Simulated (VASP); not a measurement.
Runs of VASP 6.6.1 on SiO2. The structure is that of space group P6_422 (No. 181), or close to it. The cells are those of the table. 

| task | level | cell | k mesh | cutoff (eV) | smearing | gap on the mesh (eV) | pressure (GPa) | largest force (eV/Å) |
| --- | --- | --- | --- | --- | --- | --- | --- | --- |
| relaxation of cell and atoms | PBE | relaxed from a = 5.061, b = 5.061, c = 5.541 Å, angles 90.0, 90.0, 120.0°, 9 atoms | 6 × 6 × 4 | 600 | fermi-dirac 0.02 eV | 5.56 | 0.0 | - |
| single point | PBE | a = 5.105, b = 5.105, c = 5.585 Å, angles 90.0, 90.0, 120.0°, 9 atoms | 6 × 6 × 4 | 520 | fermi-dirac 0.02 eV | 5.55 | 0.1 | 0.01 |
| single point | r2SCAN | a = 5.059, b = 5.059, c = 5.541 Å, angles 90.0, 90.0, 120.0°, 9 atoms | 6 × 6 × 6 | 520 | gaussian 0.01 eV | 6.30 | 0.2 | 0.01 |
| single point | r2SCAN | a = 5.059, b = 5.059, c = 5.541 Å, angles 90.0, 90.0, 120.0°, 9 atoms | 6 × 6 × 4 | 520 | fermi-dirac 0.02 eV | 6.30 | 0.2 | 0.01 |
| single point | PBEsol | a = 5.081, b = 5.081, c = 5.559 Å, angles 90.0, 90.0, 120.0°, 9 atoms | 6 × 6 × 4 | 520 | fermi-dirac 0.02 eV | 5.55 | (a) | 0.01 |

Alike in all rows: potentials or basis VASP PAW PBE potentials, release 64 (Si, O); no spin polarisation.

Question: Fill in the values left out.

Answer: (a) 0.5.

Caveats: the PAW data sets were made with another functional, which shifts forces and pressure a little (at least some runs).

A k mesh can miss the band edges.
